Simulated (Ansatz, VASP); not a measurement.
One calculation of NaLaMnMoO6, two programs

```
Na La Mn Mo O
1.0
    -2.72294    2.72294    3.89889
     2.72294   -2.72294    3.89889
     2.72294    2.72294   -3.89889
Na La Mn Mo O
1 1 1 1 6
Cartesian
  2.7229 0.0000 1.9494
  0.0000 2.7229 1.9494
  0.0000 0.0000 3.8989
  0.0000 0.0000 0.0000
  1.6123 1.1308 0.0001
  1.5921 -1.1106 3.8988
  1.1106 1.5921 3.8990
  1.1308 3.8336 -0.0001
  0.0000 0.0000 1.9646
  0.0000 0.0000 5.8332
```

Alike in both runs: functional revPBE; k mesh 5 × 5 × 5; occupations fermi-dirac, width 0.05 eV; collinear spin.

```csv
,VASP,Ansatz
version,VASP 6.6.1,Ansatz 0.2.0
potentials or method,"VASP PAW PBE potentials, release 64 (Na_pv, La, Mn_pv, Mo_sv, O), cutoff 600 eV","all-electron LAPW, scalar-relativistic"
task,single point,band structure
```

```csv
,VASP,Ansatz,Ansatz less VASP
gap on the k mesh at the Fermi level (eV),none,none,-
pressure (GPa),4.3,4.1,-0.20
"traceless stress, the component that is largest in VASP (GPa)",-0.04,-0.12,-0.085
rms of the force components (eV/Å),0.103,0.070,-0.0335
net moment per atom (μB),0.23,0.22,-0.006
size of the moment on the site where the two differ most (μB),2.69,2.58,-0.102
```

VASP's potentials were made for PBE, not for revPBE. Site moments also hang on the region over which each program counts them. Atom by atom the forces differ by 0.034 eV/Å (rms over components). A gap of «none» marks a metal or a gap that the smearing closes. Ansatz ran all-electron here, and VASP with PAW potentials.

Spin-orbit coupling is off throughout. Noted on Ansatz's run: the k mesh is thin for a metal, which can move the energy by tens of meV per atom.
